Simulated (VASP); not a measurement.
Write the native input for VASP 6.6.1 that does the following.

| Quantity | Value |
| --- | --- |
| Task | single point |
| Functional | PBE |
| Potentials or basis | VASP PAW PBE potentials, release 64 (Ba_sv, S) |
| Cutoff | 520 eV |
| k mesh | 4 × 4 × 4 |
| Occupations | gaussian, width 0.01 eV |
| Spin | no spin polarisation |
| Dipole correction | no |
| Further INCAR settings | ALGO = Normal; EDIFF = 1e-07; NBANDS = 15 |

The structure of BaS lies in POSCAR:

```
BaS
1.0
   -0.1173137257      3.4020980452      3.4020980452
    3.4020980452     -0.1173137257      3.4020980452
    3.4020980452      3.4020980452     -0.1173137257
Ba S
1 1
Direct
   -0.0041369171     -0.0041369171     -0.0041369171
    0.2541369171      0.2541369171      0.2541369171
```

This cell differs from its parent crystal: strain along [111] -5.0%.

The input as run:

INCAR

```
SYSTEM = BaS
PREC = Accurate
ENCUT = 520
EDIFF = 1E-7
ISMEAR = 0
SIGMA = 0.01
LREAL = .False.
LASPH = .True.
NELM = 60
ALGO = Normal
ISIF = 2
LWAVE = .False.
LCHARG = .False.
GGA = PE
NBANDS = 15
```

KPOINTS

```
Automatic mesh
0
Gamma
  4 4 4
  0 0 0
```

Potentials or basis: VASP PAW PBE potentials, release 64 (Ba_sv, S).

The run is started by

```console
$ cat potpaw_PBE.64/Ba_sv/POTCAR potpaw_PBE.64/S/POTCAR > POTCAR
$ mpirun -np 1 vasp_std > vasp.out
```

Results of the run:

```yaml
Pressure: 1.9 GPa
Largest_force: 0.005 eV/Å
Band_gap_on_the_k_mesh: 2.83 eV (least direct gap 3.41 eV)
```

Caveat: the cell differs from its parent crystal (strain along [111] -5.0%); spin-orbit coupling is left out, which moves the levels of the heavy elements.

Run time: 15 s on 1 thread of Intel(R) Xeon(R) Platinum 8488C (Sapphire Rapids) (shared host), peak memory 0.2 GiB.
